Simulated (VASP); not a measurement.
Write the native input for VASP 6.6.1 that does the following.

```
Task                   : single point
Functional             : PBEsol
Potentials or basis    : VASP PAW PBE potentials, release 64 (Rh_pv)
Cutoff                 : 520 eV
k mesh                 : 20 × 20 × 20
Occupations            : fermi-dirac, width 0.1 eV
Spin                   : no spin polarisation
Dipole correction      : no
Further INCAR settings : ALGO = Normal; EDIFF = 1e-06; NBANDS = 14
```

The structure of Rh lies in POSCAR:

```
Rh
1.0
    0.0000000000      1.8907945501      1.8907945501
    1.8907945501      0.0000000000      1.8907945501
    1.8907945501      1.8907945501      0.0000000000
Rh
1
Direct
    0.0000000000      0.0000000000      0.0000000000
```

The input as run:

INCAR

```
PREC     = Accurate       # precision mode
ENCUT    = 520            # plane-wave cutoff, eV
EDIFF    = 1E-6           # SCF threshold, eV
ISMEAR   = -1             # smearing method
SIGMA    = 0.1            # smearing width, eV
LREAL    = F              # projectors in reciprocal space
LASPH    = T              # aspherical terms in the spheres
NELM     = 100            # most SCF steps
ALGO     = Normal         # electronic algorithm
ISIF     = 2              # what is computed and relaxed
LWAVE    = F              # write WAVECAR
LCHARG   = T              # write CHGCAR
GGA      = PS             # functional
LELF     = T              # ELF
LVHAR    = T            
NBANDS   = 14             # bands
```

KPOINTS

```
Automatic mesh
0
Gamma
  20 20 20
```

Potentials or basis: VASP PAW PBE potentials, release 64 (Rh_pv).

Run with:

```bash
$ cat potpaw_PBE.64/Rh_pv/POTCAR > POTCAR
$ mpirun -np 1 vasp_std > vasp.out
```

Results of the run:

```
Pressure : -0.1 GPa
```

Caveat: the PAW data sets were made with another functional, which shifts forces and pressure a little.

Run time: 37 s on 1 thread of Intel Xeon 6975P-C, on a shared host, peak memory 0.16 GiB.
